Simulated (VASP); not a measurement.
Input of a VASP 6.6.1 run:

File INCAR:

```
SYSTEM = Ge2Sb2O
ALGO     = Normal         ! electronic algorithm
EDIFF    = 1E-7           ! SCF threshold, eV
EDIFFG   = -0.04          ! ionic threshold
ENCUT    = 600            ! plane-wave cutoff, eV
GGA      = PE             ! functional
IBRION   = 2              ! ionic algorithm
ISIF     = 3              ! what is computed and relaxed
ISMEAR   = 0              ! smearing method
LASPH    = .TRUE.         ! aspherical terms in the spheres
LCHARG   = .FALSE.        ! write CHGCAR
LREAL    = .FALSE.        ! projectors in reciprocal space
LWAVE    = .FALSE.        ! write WAVECAR
NELM     = 60             ! most SCF steps
NSW      = 90             ! ionic steps
PREC     = Accurate       ! precision mode
SIGMA    = 0.1            ! smearing width, eV
```

KPOINTS

```
k-points
0
G
  4 4 4
  0 0 0
```

The input POSCAR:

```
Ge2Sb2O
1.0
   -2.8632827100      2.8632827100      3.9586449500
    2.8632827100     -2.8632827100      3.9586449500
    2.8632827100      2.8632827100     -3.9586449500
Ge Sb O
2 2 1
Direct
    0.7500000000      0.2500000000      0.5000000000
    0.2500000000      0.7500000000      0.5000000000
    0.5000000000      0.0000000000      0.5000000000
    0.0000000000      0.5000000000      0.5000000000
    0.0000000000      0.0000000000      0.0000000000
```

Potentials or basis: VASP PAW PBE potentials, release 64 (Ge_d, Sb, O).

The run is started by

```bash
$ cat potpaw_PBE.64/Ge_d/POTCAR potpaw_PBE.64/Sb/POTCAR potpaw_PBE.64/O/POTCAR > POTCAR
$ mpirun -np 1 vasp_std > vasp.out
```

Problem. What does it give for the band gap on the k mesh?

Solution. Zero (bands 22 and 23 overlap by 1.26 eV).

Problem. Estimate the relaxed cell.

Solution. a = 6.409 Å, b = 6.409 Å, c = 6.409 Å, α = 139.07°, β = 139.07°, γ = 59.27°.

Problem. What does it give for the relaxed volume?

Solution. 22.37 Å³/atom.

Problem. Predict the space group after relaxing (to 0.1 Å).

Solution. I4/mmm (No. 139).

Final structure:
```cif
data_structure
_symmetry_space_group_name_H-M 'P 1'
_symmetry_Int_Tables_number 1
_cell_length_a 6.4086
_cell_length_b 6.4086
_cell_length_c 6.4086
_cell_angle_alpha 139.071
_cell_angle_beta 139.071
_cell_angle_gamma 59.266
_cell_volume 111.86
loop_
_atom_site_label
_atom_site_type_symbol
_atom_site_fract_x
_atom_site_fract_y
_atom_site_fract_z
_atom_site_occupancy
Ge1 Ge 0.75000 0.25000 0.50000 1
Ge2 Ge 0.25000 0.75000 0.50000 1
Sb1 Sb 0.50000 0.00000 0.50000 1
Sb2 Sb 0.00000 0.50000 0.50000 1
O1 O 0.00000 0.00000 0.00000 1
```

Caveat: spin-orbit coupling is left out, which moves the levels of the heavy elements.
